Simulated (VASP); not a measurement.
# BeZn3Se4 (Pmm2) in VASP: further runs, part 3 of 3

VASP 6.6.1.

### Step 5. Single point, PBE

This run uses another cell than the first one, of 21.86 Å³/atom.

INCAR

```
  PREC = Accurate
  ENCUT = 520
  EDIFF = 1E-7
  ISMEAR = 0
  SIGMA = 0.02
  LREAL = F
  LASPH = T
  NELM = 100
  ALGO = Normal
  ISIF = 2
  LWAVE = F
  LCHARG = F
  GGA = PE
  NBANDS = 41
```

KPOINTS

```
Automatic mesh
0
Gamma
  8 4 6
```

POSCAR

```
BeZn3Se4
1.0
    3.9447870389      0.0000000000      0.0000000000
    0.0000000000      7.9054752266      0.0000000000
    0.0000000000      0.0000000000      5.6089769465
Be Zn Se
1 3 4
Direct
    0.0000000000      0.5000000000      0.0047950174
    0.0000000000      0.0000000000      0.9982916111
    0.5000000000      0.7375978127      0.5003775747
    0.5000000000      0.2624021873      0.5003775747
    0.0000000000      0.2667240224      0.2358413784
    0.0000000000      0.7332759776      0.2358413784
    0.5000000000      0.0000000000      0.7372611039
    0.5000000000      0.5000000000      0.7872143613
```

Potentials or basis: VASP PAW PBE potentials, release 64 (Be, Zn, Se).

The run is started by

```sh
$ cat potpaw_PBE.64/Be/POTCAR potpaw_PBE.64/Zn/POTCAR potpaw_PBE.64/Se/POTCAR > POTCAR
$ mpirun -np 1 vasp_std > vasp.out
```

OUTCAR:

```text
PREC = Accurate
   ENCUT = 520
   EDIFF = 1E-7
   ISMEAR = 0
   LREAL = F
   LASPH = T
   NELM = 100
   ISIF = 2
   GGA = PE

 ion  position               nearest neighbor table
   1  0.000  0.500  0.005-   5 2.25   6 2.25   8 2.32   8 2.32
   2  0.000  0.000  0.998-   7 2.46   7 2.46   5 2.49   6 2.49
   3  0.500  0.738  0.500-   7 2.46   6 2.47   6 2.47   8 2.47
   4  0.500  0.262  0.500-   7 2.46   5 2.47   5 2.47   8 2.47
   5  0.000  0.267  0.236-   1 2.25   4 2.47   4 2.47   2 2.49
   6  0.000  0.733  0.236-   1 2.25   3 2.47   3 2.47   2 2.49
   7  0.500  0.000  0.737-   2 2.46   2 2.46   4 2.46   3 2.46
   8  0.500  0.500  0.787-   1 2.32   1 2.32   4 2.47   3 2.47

  LATTYP: Found a simple orthorhombic cell.
 ALAT       =     3.9447870389
 B/A-ratio  =     1.4218706590
 C/A-ratio  =     2.0040309271

  Lattice vectors:

 A1 = (  -3.9447870389,   0.0000000000,   0.0000000000)
 A2 = (   0.0000000000,   0.0000000000,   5.6089769465)
 A3 = (   0.0000000000,   7.9054752266,   0.0000000000)

Analysis of symmetry for initial positions (statically):
=====================================================================
 Subroutine PRICEL returns:
 Original cell was already a primitive cell.

 Routine SETGRP: Setting up the symmetry group for a
 simple orthorhombic supercell.

 Subroutine GETGRP returns: Found  4 space group operations
 (whereof  4 operations were pure point group operations)
 out of a pool of  8 trial point group operations.

The static configuration has the point symmetry C_2v.

Analysis of symmetry for dynamics (positions and initial velocities):
=====================================================================
 Subroutine PRICEL returns:
 Original cell was already a primitive cell.

 Routine SETGRP: Setting up the symmetry group for a
 simple orthorhombic supercell.

[... 132 lines left out ...]
   EFERMI_NEDOS =   21; number of points for ismear=-14 and -15
   IALGO  =     38    algorithm
   IMIX   =      4    mixing-type and parameters
     AMIX     =   0.40;   BMIX     =  1.00
     AMIX_MAG =   1.60;   BMIX_MAG =  1.00
  volume/ion in A,a.u.               =      21.86       147.55
  Fermi-wavevector in a.u.,A,eV,Ry     =   1.158583  2.189404 18.263285  1.342314
  Thomas-Fermi vector in A             =   2.295183
   LORBIT       =      0    0 simple, 1 ext, 2 COOP (PROOUT), +10 PAW based schemes
   GGA     = PE    functional components
   LHFCALC =     F    Hartree Fock is set to
   AEXX    =    0.0000 exact exchange contribution
   IVDW    =     0    specifies the selected vdW correction
   LEPSILON=     F    determine dielectric tensor
   LRPA    =     F    only Hartree local field effects (RPA)
 non-spin polarized calculation
 Gauss-broadening in eV      SIGMA  =   0.02
  energy-cutoff  :      520.00
  volume of cell :      174.92
 maximum number of plane-waves:      4735
 NGX is ok and might be reduce to    30
   NGX = 15   NGY = 29   NGZ = 21

 number of electron      62.0000030 magnetization

 Free energy of the ion-electron system (eV)
  ---------------------------------------------------
  ext. energy  EPLUGINS =         0.00000000
  ---------------------------------------------------
  free energy    TOTEN  =       -26.81304528 eV

  energy without entropy =      -26.81304528  energy(sigma->0) =      -26.81304528

 E-fermi :   1.8970     XC(G=0):  -9.2469

 val. band max:        1.8151614555   @ k =   0.0000   0.0000   0.0000
 cond. band min:       3.4671533093   @ k =   0.0000   0.0000   0.0000
 fundamental gap:      1.6519918538
 Fermi energy:         1.8970417917

 k-point     1 :       0.0000    0.0000    0.0000
  band No.  band energies     occupation
      1     -11.4586      2.00000
      2     -10.6151      2.00000
      3     -10.6108      2.00000
      4     -10.2772      2.00000
      5      -4.6555      2.00000
      6      -4.6502      2.00000
[... 1045 lines left out ...]
     40       8.7360      0.00000
     41       8.9641      0.00000

 [... further k-points ...]
[... 5 lines left out ...]
  --------------------------------------------------------------------------------------
  -------------------------------------------------------------------------------------
  Total        0.2353131      0.2156540      0.2270936      0.0000000      0.0000000      0.0000000
  in kB        2.1553687      1.9752994      2.0800813      0.0000000      0.0000000      0.0000000
  external PRESSURE =       2.0702498 kB  Pullay stress =       0.0000000 kB

 VOLUME and BASIS-vectors are now :
 -----------------------------------------------------------------------------
  energy-cutoff  :      520.00
  volume of cell :      174.92
      direct lattice vectors                 reciprocal lattice vectors
     3.944787039  0.000000000  0.000000000     0.253499109  0.000000000  0.000000000
     0.000000000  7.905475227  0.000000000     0.000000000  0.126494609  0.000000000
     0.000000000  0.000000000  5.608976947     0.000000000  0.000000000  0.178285632

 POSITION                                       TOTAL-FORCE (eV/Angst)
 -----------------------------------------------------------------------------------
      0.00000      3.95274      0.02690         0.000000      0.000000      0.000554
      0.00000      0.00000      5.59939         0.000000      0.000000      0.005100
      1.97239      5.83106      2.80661        -0.000000     -0.004457      0.002800
      1.97239      2.07441      2.80661         0.000000      0.004457      0.002800
      0.00000      2.10858      1.32283         0.000000      0.007237     -0.011081
      0.00000      5.79690      1.32283         0.000000     -0.007237     -0.011081
      1.97239      0.00000      4.13528         0.000000      0.000000      0.002117
      1.97239      3.95274      4.41547         0.000000      0.000000      0.008791
 -----------------------------------------------------------------------------------
    total drift:                                0.000000      0.000000      0.000798

  FREE ENERGIE OF THE ION-ELECTRON SYSTEM (eV)
  ---------------------------------------------------
  free  energy   TOTEN  =       -26.8130452827 eV

  energy  without entropy=      -26.8130452827  energy(sigma->0) =      -26.81304528
```

OSZICAR:

```text
N       E                     dE             d eps       ncg     rms          rms(c)
DAV:   1     0.459361377776E+03    0.45936E+03   -0.27571E+04  4920   0.163E+03
DAV:   2     0.307612828958E+02   -0.42860E+03   -0.40605E+03  4968   0.374E+02
DAV:   3    -0.257353019395E+02   -0.56497E+02   -0.55354E+02  5705   0.131E+02
DAV:   4    -0.279253344939E+02   -0.21900E+01   -0.21792E+01  5903   0.252E+01
DAV:   5    -0.279519244534E+02   -0.26590E-01   -0.26573E-01  5819   0.270E+00    0.848E+00
DAV:   6    -0.268462395769E+02    0.11057E+01   -0.23682E+00  6910   0.360E+01    0.651E+00
DAV:   7    -0.268092860254E+02    0.36954E-01   -0.17300E+00  5909   0.615E+00    0.256E+00
DAV:   8    -0.268114354175E+02   -0.21494E-02   -0.87592E-02  5804   0.376E+00    0.808E-01
DAV:   9    -0.268124182629E+02   -0.98285E-03   -0.16544E-02  6190   0.319E+00    0.179E-01
DAV:  10    -0.268126703296E+02   -0.25207E-03   -0.41712E-03  5733   0.117E+00    0.104E-01
DAV:  11    -0.268129670376E+02   -0.29671E-03   -0.13130E-03  6618   0.501E-01    0.413E-02
DAV:  12    -0.268130261465E+02   -0.59109E-04   -0.58207E-04  5828   0.293E-01    0.201E-02
DAV:  13    -0.268130393981E+02   -0.13252E-04   -0.67933E-05  6518   0.690E-02    0.915E-03
DAV:  14    -0.268130448063E+02   -0.54081E-05   -0.13969E-05  5227   0.434E-02    0.424E-03
DAV:  15    -0.268130450515E+02   -0.24526E-06   -0.10773E-06  6159   0.166E-02    0.227E-03
DAV:  16    -0.268130452216E+02   -0.17011E-06   -0.85561E-07  5350   0.148E-02    0.110E-03
DAV:  17    -0.268130452827E+02   -0.61076E-07   -0.14570E-07  3956   0.612E-03
   1 F= -.26813045E+02 E0= -.26813045E+02  d E =-.308998E-11
```

stdout:

```text
POSCAR found type information on POSCAR BeZnSe
 POSCAR found :  3 types and       8 ions
 scaLAPACK will be used
 LDA part: xc-table for (Slater+PW92), standard interpolation
 POSCAR, INCAR and KPOINTS ok, starting setup
 FFT: planning ... GRIDC
 FFT: planning ... GRID_SOFT
 FFT: planning ... GRID
 WAVECAR not read
 entering main loop
```

It took 14 min on 1 thread of Intel Xeon 8259CL, shared host; peak memory 0.5 GiB.

Results:

- Free energy: -26.8130 eV
- Pressure: 0.2 GPa
- Largest force: 0.013 eV/Å
- Band gap on the k mesh: 1.65 eV

Forces on the atoms (eV/Å):
```
Be   0.000  0.000  0.001
Zn   0.000  0.000  0.005
Zn   0.000 -0.004  0.003
Zn   0.000  0.004  0.003
Se   0.000  0.007 -0.011
Se   0.000 -0.007 -0.011
Se   0.000  0.000  0.002
Se   0.000  0.000  0.009
```

### Step 6. The runs side by side

| task | cell | k mesh | cutoff (eV) | smearing | gap on the mesh (eV) | pressure (GPa) | largest force (eV/Å) |
| --- | --- | --- | --- | --- | --- | --- | --- |
| single point | a = 3.872, b = 7.745, c = 5.476 Å, 8 atoms, atomic positions A | 4 × 2 × 4 | 520 | gaussian 0.1 eV | 2.01 | 6.1 | 1.78 |
| single point | a = 3.949, b = 7.939, c = 5.572 Å, 8 atoms, atomic positions B | 4 × 2 × 4 | 520 | gaussian 0.1 eV | 1.65 | 0.4 | 0.05 |
| relaxation of cell and atoms | relaxed from a = 3.872, b = 7.745, c = 5.476 Å, 8 atoms, atomic positions A | 4 × 2 × 4 | 600 | gaussian 0.1 eV | 1.63 | 0.0 | 0.03 |
| single point | a = 3.945, b = 7.905, c = 5.609 Å, 8 atoms, atomic positions B | 8 × 4 × 6 | 520 | gaussian 0.02 eV | 1.65 | 0.2 | 0.01 |

Alike in all rows: level PBE; potentials or basis VASP PAW PBE potentials, release 64 (Be, Zn, Se); no spin polarisation.

Caveats: the cell stands under pressure (at least some runs); forces of over 1 eV/Å act on the atoms, so gaps and moduli don't describe the material at rest (at least some runs).

Total energies depend on the potentials used, so only differences within one code and one set of settings carry meaning.
